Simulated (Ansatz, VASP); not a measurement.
## One calculation of Ti5C, two programs

INCAR

```
PREC = Accurate
ENCUT = 520
EDIFF = 1E-6
ISMEAR = 0
SIGMA = 0.1
LREAL = F
LASPH = T
NELM = 80
ALGO = Normal
ISIF = 2
LWAVE = F
LCHARG = T
GGA = PE
LELF = T
LVHAR = T
NBANDS = 41
```

Contents of KPOINTS:

```
Automatic mesh
0
Gamma
  6 6 4
```

Contents of POSCAR:

```
Ti5C
1.0
    4.1127801600      0.0000000000      0.0000000000
   -2.0563900800      3.5617721000      0.0000000000
    0.0000000000      0.0000000000      6.8623155100
Ti C
5 1
Direct
    0.0000000000      0.0000000000      0.2301494500
    0.0000000000      0.0000000000      0.7698505500
    0.5000000000      0.0000000000      0.0000000000
    0.0000000000      0.5000000000      0.0000000000
    0.5000000000      0.5000000000      0.0000000000
    0.0000000000      0.0000000000      0.0000000000
```

Input for Ansatz:

```yaml
crystal:
  lattice:
    - [4.11278016, 0.0, 0.0]
    - [-2.05639008, 3.5617721, 0.0]
    - [0.0, 0.0, 6.86231551]
  atoms:
    - { symbol: Ti, position: [0.0, 0.0, 0.23014945] }
    - { symbol: Ti, position: [0.0, 0.0, 0.76985055] }
    - { symbol: Ti, position: [0.5, 0.0, 0.0] }
    - { symbol: Ti, position: [0.0, 0.5, 0.0] }
    - { symbol: Ti, position: [0.5, 0.5, 0.0] }
    - { symbol: C, position: [0.0, 0.0, 0.0] }
basis:
  ecutwfc: 420
kpoints:
  mp_grid: { grid: [6, 6, 4] }
hamiltonian:
  xc: pbe
scf:
  occupations: { method: gaussian, width: 0.1 }
  lower_state_search: "off"
output:
  forces: true
  stress: true
  eigenvalues: true
```

Alike in both runs: task single point; functional PBE; k mesh 6 × 6 × 4; occupations gaussian, width 0.1 eV; no spin polarisation.

|  | VASP | Ansatz |
| --- | --- | --- |
| version | VASP 6.6.1 | Ansatz 0.2.0 |
| potentials or method | VASP PAW PBE potentials, release 64 (Ti_sv, C), cutoff 520 eV | scalar-relativistic, plane waves, PAW |
| valence electrons in the cell | 64 | 64 |

Ansatz gave:

* gap on the k mesh at the Fermi level (eV): none
* rms of the force components (eV/Å): 5.528

What did VASP give for the same quantities?

gap on the k mesh at the Fermi level (eV): none; rms of the force components (eV/Å): 5.591.

Atom by atom the forces differ by 0.063 eV/Å (rms over components). A gap of «none» marks a metal or a gap that the smearing closes.
